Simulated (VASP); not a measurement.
Runs of VASP 6.6.1 on ZnCu. The structure is that of space group Pm-3m (No. 221), or close to it. The cells are those of the table. 

| task | level | potentials or basis | cell | k mesh | cutoff (eV) | second run | gap on the mesh (eV) | pressure (GPa) |
| --- | --- | --- | --- | --- | --- | --- | --- | --- |
| single point | PBEsol | VASP PAW PBE potentials, release 64 (Zn, Cu) | a = 2.804 Å, 2 atoms | 9 × 9 × 9 | 520 | - | none | 20.9 |
| single point | PBEsol | VASP PAW PBE potentials, release 64 (Zn, Cu) | a = 2.925 Å, 2 atoms | 9 × 9 × 9 | 520 | - | none | -1.4 |
| single point | PBEsol | VASP PAW PBE potentials, release 64 (Zn, Cu) | a = 2.984 Å, 2 atoms | 9 × 9 × 9 | 520 | - | none | -7.5 |
| single point | PBE | VASP PAW PBE potentials, release 64 (Zn, Cu) | a = 3.063, b = 3.063, c = 2.945 Å, 2 atoms | 7 × 7 × 8 | 520 | - | none | -5.4 |
| single point | PBEsol | VASP PAW PBE potentials, release 64 (Zn, Cu) | a = 2.878 Å, 2 atoms | 9 × 9 × 9 | 520 | - | none | (a) |
| single point | LDA | VASP PAW LDA potentials, release 64 (Zn, Cu) | a = 2.905 Å, 2 atoms | 9 × 9 × 9 | 600 | - | none | -4.0 |
| single point | PBE | VASP PAW PBE potentials, release 64 (Zn, Cu) | a = 2.945 Å, 2 atoms | 5 × 5 × 5 | 520 | - | none | 3.5 |
| single point | r2SCAN | VASP PAW PBE potentials, release 64 (Zn, Cu) | a = 2.925 Å, 2 atoms | 9 × 9 × 9 | 660 | - | none | -0.1 |
| single point | LDA | VASP PAW LDA potentials, release 64 (Zn, Cu_sv_GW) | a = 2.871 Å, 2 atoms | 9 × 9 × 9 | 700 | valence_matched | none | (b) |
| single point | BLYP | VASP PAW PBE potentials, release 64 (Zn, Cu) | a = 2.945 Å, 2 atoms | 5 × 5 × 5 | 520 | - | none | 10.9 |
| relaxation of cell and atoms | PBEsol+D3(BJ) | VASP PAW PBE potentials, release 64 (Zn, Cu) | relaxed from a = 2.945 Å, 2 atoms | 9 × 9 × 9 | 600 | - | none | 0.0 |
| single point | PBE | VASP PAW PBE potentials, release 64 (Zn, Cu) | a = 2.905 Å, 2 atoms | 9 × 9 × 9 | 520 | - | none | (c) |

Alike in all rows: no spin polarisation; smearing fermi-dirac 0.05 eV.

Q: Fill in the values left out.

A: (a) 5.7; (b) -1.9; (c) 8.8.

Caveats: some runs use coarse meshes; the PAW data sets were made with another functional, which shifts forces and pressure a little (some runs); pairwise dispersion overbinds metals, which lowers pressure and volume (some runs).

A gap of «none» marks levels without a gap at the run's occupations.

The runs don't all hold the same shells in valence.
